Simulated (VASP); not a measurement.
Write the native input for VASP 6.6.1 that does the following.

| Property | Result |
| --- | --- |
| Task | single point |
| Functional | PBE |
| Potentials or basis | VASP PAW PBE potentials, release 64 (Re) |
| Cutoff | 520 eV |
| k mesh | 20 × 20 × 20 |
| Occupations | gaussian, width 0.15 eV |
| Spin | no spin polarisation |
| Dipole correction | no |
| Further INCAR settings | ALGO = Normal; EDIFF = 1e-06; NBANDS = 10 |

The structure of Re lies in POSCAR:

```
Re
1.0
    0.0000000000      1.9947500000      1.9750000000
    1.9750000000      0.0000000000      1.9750000000
    1.9750000000      1.9947500000      0.0000000000
Re
1
Direct
    0.0000000000      0.0000000000      0.0000000000
```

This isn't the form of Re at room conditions, which is hcp.

This cell differs from its parent crystal: strain +0.0100 x Voigt [0, 1, 0, 0, 0, 0].

The input as run:

INCAR

```
SYSTEM = Re
PREC = Accurate ; ENCUT = 520
EDIFF = 1E-6 ; ISMEAR = 0
SIGMA = 0.15 ; LREAL = .False.
LASPH = .True. ; NELM = 100
ALGO = Normal ; ISIF = 2
LWAVE = .False. ; LCHARG = .False.
GGA = PE ; NBANDS = 10
```

KPOINTS

```
regular mesh
0
Gamma
  20 20 20
  0 0 0
```

Potentials or basis: VASP PAW PBE potentials, release 64 (Re).

Command:

```console
$ cat potpaw_PBE.64/Re/POTCAR > POTCAR
$ mpirun -np 1 vasp_std > vasp.out
```

It gave:

```
Pressure               : -13.0 GPa
Band gap on the k mesh : zero (an odd number of electrons rules out a gap without spin polarisation)
```

Caveat: the cell differs from its parent crystal (strain +0.0100 x Voigt [0, 1, 0, 0, 0, 0]); the cell stands under tension; spin-orbit coupling is left out, which moves the levels of the heavy elements.

Wall time 80 s on 1 thread of Intel Xeon 8259CL (shared host), peak memory 0.23 GiB.
